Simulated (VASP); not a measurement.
# V (R-3m) in VASP: a series of runs, part 2 of 2

VASP 6.6.1.

**3. Single point, PBE**

This run uses another cell than the first one, of the same volume but with other edges.

INCAR reads:

```
SYSTEM = V
PREC     = Accurate       ! precision mode
ENCUT    = 520            ! plane-wave cutoff, eV
EDIFF    = 1E-6           ! SCF threshold, eV
ISMEAR   = 0              ! smearing method
SIGMA    = 0.15           ! smearing width, eV
LREAL    = .FALSE.        ! projectors in reciprocal space
LASPH    = .TRUE.         ! aspherical terms in the spheres
NELM     = 60             ! most SCF steps
ALGO     = Fast           ! electronic algorithm
ISIF     = 2              ! what is computed and relaxed
LWAVE    = .FALSE.        ! write WAVECAR
LCHARG   = .TRUE.         ! write CHGCAR
GGA      = PE             ! functional
LELF     = .TRUE.         ! ELF
LVHAR    = .TRUE.       
NBANDS   = 12             ! bands
```

KPOINTS reads:

```
Automatic mesh
0
G
  24 24 24
  0 0 0
```

POSCAR reads:

```
V
1.0
   -1.8599193884      1.5320308640      1.5320308640
    1.5320308640     -1.8599193884      1.5320308640
    1.5320308640      1.5320308640     -1.8599193884
V
1
Direct
    0.0000000000      0.0000000000      0.0000000000
```

Potentials or basis: VASP PAW PBE potentials, release 64 (V_sv).

Launch:

```bash
$ cat potpaw_PBE.64/V_sv/POTCAR > POTCAR
$ mpirun -np 1 vasp_std > vasp.out
```

OUTCAR:

```text
SYSTEM = V
   PREC = Accurate
   ENCUT = 520
   EDIFF = 1E-6
   ISMEAR = 0
   LREAL = .FALSE.
   LASPH = .TRUE.
   NELM = 60
   ISIF = 2
   GGA = PE

 ion  position               nearest neighbor table
   1  0.000  0.000  0.000-

  LATTYP: Found a trigonal (rhomboedric) cell.
 ALAT       =     2.8554399430
 COS(alpha) =    -0.4110840653

  Lattice vectors:

 A1 = (  -1.8599193884,   1.5320308640,   1.5320308640)
 A2 = (   1.5320308640,  -1.8599193884,   1.5320308640)
 A3 = (   1.5320308640,   1.5320308640,  -1.8599193884)

Analysis of symmetry for initial positions (statically):
=====================================================================
 Subroutine PRICEL returns:
 Original cell was already a primitive cell.

 Routine SETGRP: Setting up the symmetry group for a
 trigonal (rhombohedral) supercell.

 Subroutine GETGRP returns: Found 12 space group operations
 (whereof 12 operations were pure point group operations)
 out of a pool of 12 trial point group operations.

The static configuration has the point symmetry D_3d.

Analysis of symmetry for dynamics (positions and initial velocities):
=====================================================================
 Subroutine PRICEL returns:
 Original cell was already a primitive cell.

 Routine SETGRP: Setting up the symmetry group for a
 trigonal (rhombohedral) supercell.

 Subroutine GETGRP returns: Found 12 space group operations
 (whereof 12 operations were pure point group operations)
 out of a pool of 12 trial point group operations.

The dynamic configuration has the point symmetry D_3d.

 Subroutine INISYM returns: Found 12 space group operations
 (whereof 12 operations are pure point group operations),
 and found     1 'primitive' translations

----------------------------------------------------------------------------------------

                                     Primitive cell

  volume of cell :      13.8541

  direct lattice vectors                    reciprocal lattice vectors
    -1.859919388  1.532030864  1.532030864     0.080278438  0.375094083  0.375094083
     1.532030864 -1.859919388  1.532030864     0.375094083  0.080278438  0.375094083
     1.532030864  1.532030864 -1.859919388     0.375094083  0.375094083  0.080278438

  length of vectors
     2.855439943  2.855439943  2.855439943     0.536503280  0.536503280  0.536503280

  position of ions in fractional coordinates (direct lattice)
     0.000000000  0.000000000  0.000000000

  ion indices of the primitive-cell ions
   primitive index   ion index
                 1           1

----------------------------------------------------------------------------------------

 KPOINTS: Automatic mesh

Automatic generation of k-mesh.
 Grid dimensions read from file:
 generate k-points for:   24   24   24

 Generating k-lattice:

  Cartesian coordinates                     Fractional coordinates (reciprocal lattice)
     0.003344935  0.015628920  0.015628920     0.041666667  0.000000000  0.000000000
     0.015628920  0.003344935  0.015628920     0.000000000  0.041666667  0.000000000
     0.015628920  0.015628920  0.003344935     0.000000000  0.000000000  0.041666667

  Length of vectors
     0.022354303  0.022354303  0.022354303

  Shift w.r.t. Gamma in fractional coordinates (k-lattice)
     0.000000000  0.000000000  0.000000000

 Subroutine IBZKPT returns following result:
 ===========================================

 Found   1313 irreducible k-points:

 Following reciprocal coordinates:
            Coordinates               Weight
  0.000000  0.000000  0.000000      1.000000
  0.041667 -0.000000 -0.000000      6.000000
  0.083333 -0.000000 -0.000000      6.000000
  0.125000 -0.000000 -0.000000      6.000000
  0.166667 -0.000000 -0.000000      6.000000
  0.208333 -0.000000 -0.000000      6.000000
[... 16 lines left out ...]
  0.416667  0.041667 -0.000000     12.000000
  0.458333  0.041667 -0.000000     12.000000
 [... further k-points ...]
   k-points           NKPTS =   1313   k-points in BZ     NKDIM =   1313   number of bands    NBANDS=     12
   number of dos      NEDOS =    301   number of ions     NIONS =      1
   total plane-waves  NPLWV =  13824
   dimension x,y,z NGX =    24 NGY =   24 NGZ =   24
   dimension x,y,z NGXF=    48 NGYF=   48 NGZF=   48
   ions per type =               1
   NGX,Y,Z   is equivalent  to a cutoff of  13.97, 13.97, 13.97 a.u.
   NGXF,Y,Z  is equivalent  to a cutoff of  27.95, 27.95, 27.95 a.u.
 SYSTEM =  V
   PREC   = accura    normal or accurate (medium, high low for compatibility)
   ISTART =      0    job   : 0-new  1-cont  2-samecut
   ICHARG =      2    charge: 1-file 2-atom 10-const
   ISPIN  =      1    spin polarized calculation?
   LNONCOLLINEAR =      F non collinear calculations
   LSORBIT =      F    spin-orbit coupling
   LASPH  =      T    aspherical Exc in radial PAW
   ENCUT  =  520.0 eV  38.22 Ry    6.18 a.u.   5.31  5.31  5.31*2*pi/ulx,y,z
   NELM   =     60;   NELMIN=  2; NELMDL= -5     # of ELM steps
   EDIFF  = 0.1E-05   stopping-criterion for ELM
   LREAL  =      F    real-space projection
   EDIFFG = 0.1E-04   stopping-criterion for IOM
   NSW    =      0    number of steps for IOM
   IBRION =     -1    ionic relax: 0-MD 1-quasi-New 2-CG
   NFREE  =      0    steps in history (QN), initial steepest desc. (CG)
   ISIF   =      2    stress and relaxation
   ISYM   =      2    0-nonsym 1-usesym 2-fastsym
   POTIM  = 0.5000    time-step for ionic-motion
   TEBEG  =    0.0;   TEEND  =   0.0 temperature during run
   PSTRESS=    0.0 pullay stress
   NELECT =      13.0000    total number of electrons
   NUPDOWN=      -1.0000    fix difference up-down
   EMIN   =  10.00;   EMAX   =-10.00  energy-range for DOS
   EFERMI =   0.00;   METHOD = LEGACY
   ISMEAR =     0;   SIGMA  =   0.15  broadening in eV -4-tet -1-fermi 0-gaus
   EFERMI_NEDOS =   21; number of points for ismear=-14 and -15
   IALGO  =     68    algorithm
   IMIX   =      4    mixing-type and parameters
     AMIX     =   0.40;   BMIX     =  1.00
     AMIX_MAG =   1.60;   BMIX_MAG =  1.00
  volume/ion in A,a.u.               =      13.85        93.49
  Fermi-wavevector in a.u.,A,eV,Ry     =   1.602742  3.028744 34.950411  2.568783
  Thomas-Fermi vector in A             =   2.699515
   LORBIT       =      0    0 simple, 1 ext, 2 COOP (PROOUT), +10 PAW based schemes
   GGA     = PE    functional components
   LHFCALC =     F    Hartree Fock is set to
   AEXX    =    0.0000 exact exchange contribution
   IVDW    =     0    specifies the selected vdW correction
   LEPSILON=     F    determine dielectric tensor
   LRPA    =     F    only Hartree local field effects (RPA)
 non-spin polarized calculation
 RMM-DIIS sequential band-by-band and
 Gauss-broadening in eV      SIGMA  =   0.15
  energy-cutoff  :      520.00
  volume of cell :       13.85
 maximum number of plane-waves:       390
 NGX is ok and might be reduce to    24

 number of electron      12.9999998 magnetization

 Free energy of the ion-electron system (eV)
  ---------------------------------------------------
  ext. energy  EPLUGINS =         0.00000000
  ---------------------------------------------------
  free energy    TOTEN  =        -8.71520677 eV

  energy without entropy =       -8.70487992  energy(sigma->0) =       -8.71004335

 E-fermi :   9.6614     XC(G=0): -12.6416

 val. band max:        9.6587931810   @ k =  -0.3333  -0.3333   0.0417
 cond. band min:       9.6664624956   @ k =  -0.3750   0.4167   0.1667
 fundamental gap:      0.0076693147
 Fermi energy:         9.6614084789

 k-point     1 :       0.0000    0.0000    0.0000
  band No.  band energies     occupation
      1     -54.6786      2.00000
      2     -28.1241      2.00000
      3     -28.1241      2.00000
      4     -26.5488      2.00000
      5       2.9956      2.00000
      6       7.2032      2.00000
      7       9.4836      1.90641
      8       9.4836      1.90641
      9      13.4446      0.00000
     10      13.4446      0.00000
     11      24.8926      0.00000
     12      29.9015      0.00000
[... 331 lines left out ...]
 k-point    24 :       0.4583    0.0417   -0.0000
  band No.  band energies     occupation
      1     -53.8940      2.00000
      2     -29.8884      2.00000
      3     -27.9067      2.00000
      4     -27.7553      2.00000
      5       6.2627      2.00000
      6       8.0114      2.00000
      7      11.0247      0.00000
      8      11.4775      0.00000
      9      13.0583      0.00000
     10      14.3982      0.00000
     11      22.0637      0.00000
     12      24.2387      0.00000

 [... further k-points ...]

------------------------ aborting loop because EDIFF is reached ----------------------------------------

  FORCE on cell =-STRESS in cart. coord.  units (eV):
  Direction    XX          YY          ZZ          XY          YZ          ZX
  --------------------------------------------------------------------------------------
  -------------------------------------------------------------------------------------
  Total        0.3390564      0.3390564      0.3390564      1.5031330      1.5031330      1.5031330
  in kB       39.2108091     39.2108091     39.2108091    173.8325987    173.8325987    173.8325987
  external PRESSURE =      39.2108091 kB  Pullay stress =       0.0000000 kB

 VOLUME and BASIS-vectors are now :
 -----------------------------------------------------------------------------
  energy-cutoff  :      520.00
  volume of cell :       13.85
      direct lattice vectors                 reciprocal lattice vectors
    -1.859919388  1.532030864  1.532030864     0.080278438  0.375094083  0.375094083
     1.532030864 -1.859919388  1.532030864     0.375094083  0.080278438  0.375094083
     1.532030864  1.532030864 -1.859919388     0.375094083  0.375094083  0.080278438

 POSITION                                       TOTAL-FORCE (eV/Angst)
 -----------------------------------------------------------------------------------
      0.00000      0.00000      0.00000        -0.000000      0.000000      0.000000
 -----------------------------------------------------------------------------------
    total drift:                                0.000000      0.000000     -0.000000

  FREE ENERGIE OF THE ION-ELECTRON SYSTEM (eV)
  ---------------------------------------------------
  free  energy   TOTEN  =        -8.7152067714 eV

  energy  without entropy=       -8.7048799245  energy(sigma->0) =       -8.71004335
```

Wall time 2.8 min (1 thread of Intel Xeon 6975P-C, shared host); peak memory 0.33 GiB.

Results:

```yaml
Free_energy: -8.7152 eV
Pressure: 3.9 GPa
```

Stress tensor (GPa, compression positive):
```
 3.92 17.38 17.38
17.38  3.92 17.38
17.38 17.38  3.92
```

**4. Single point, PBE**

This run uses another cell than the first one, of the same volume but with other edges.

INCAR reads:

```
PREC = Accurate
ENCUT = 520
EDIFF = 1E-7
ISMEAR = 0
SIGMA = 0.15
LREAL = F
LASPH = T
NELM = 60
ALGO = Fast
ISIF = 2
LWAVE = F
LCHARG = F
GGA = PE
NBANDS = 12
```

KPOINTS reads:

```
regular mesh
0
Gamma
  24 24 24
```

POSCAR reads:

```
V
1.0
   -1.1648707310      1.5336715030      1.5336715030
    1.5336715030     -1.1648707310      1.5336715030
    1.5336715030      1.5336715030     -1.1648707310
V
1
Direct
    0.0000000000      0.0000000000      0.0000000000
```

Launch:

```bash
$ cat potpaw_PBE.64/V_sv/POTCAR > POTCAR
$ mpirun -np 1 vasp_std > vasp.out
```

Run time: 2.3 min. Hardware: 1 thread of Intel Xeon 6975P-C, shared host; peak memory 0.31 GiB.

It converged, with:

| Item | Value |
| --- | --- |
| Free energy | -8.7194 eV |
| Pressure | 0.2 GPa |

Stress tensor (GPa, compression positive):
```
  0.24 -11.57 -11.57
-11.57   0.24 -11.57
-11.57 -11.57   0.24
```

Levels at points of the mesh, in eV from the Fermi level:
| k point | band 5 | band 6 | band 7 | band 8 | band 9 | band 10 |
| --- | --- | --- | --- | --- | --- | --- |
| (0.00, 0.00, 0.00) | -6.53 | -1.42 | -1.42 | 2.52 | 3.15 | 3.15 |
| (0.50, 0.00, 0.00) | -2.85 | -1.45 | 0.22 | 2.51 | 2.55 | 3.26 |
| (0.50, 0.50, 0.00) | -3.45 | -1.17 | 2.03 | 2.42 | 3.70 | 4.64 |
| (0.50, 0.50, 0.50) | -2.81 | -2.81 | 0.72 | 4.60 | 4.60 | 9.69 |

**5. Summary**

```tsv
cell	further INCAR settings	gap on the mesh (eV)	pressure (GPa)
a = 3.161 Å, angles 117.0°, 1 atom	ALGO = Fast; EDIFF = 1e-06; NBANDS = 12	none	106.8
a = 2.855 Å, angles 114.3°, 1 atom	ALGO = Fast; EDIFF = 1e-06; NBANDS = 12	none	3.9
a = 2.462 Å, angles 101.6°, 1 atom	ALGO = Fast; EDIFF = 1e-07; NBANDS = 12	none	0.2
```

Alike in all rows: task single point; level PBE; potentials or basis VASP PAW PBE potentials, release 64 (V_sv); no spin polarisation; k mesh 24 × 24 × 24; cutoff (eV) 520; smearing gaussian 0.15 eV.

Absolute energies hang on the potentials; compare differences alone.
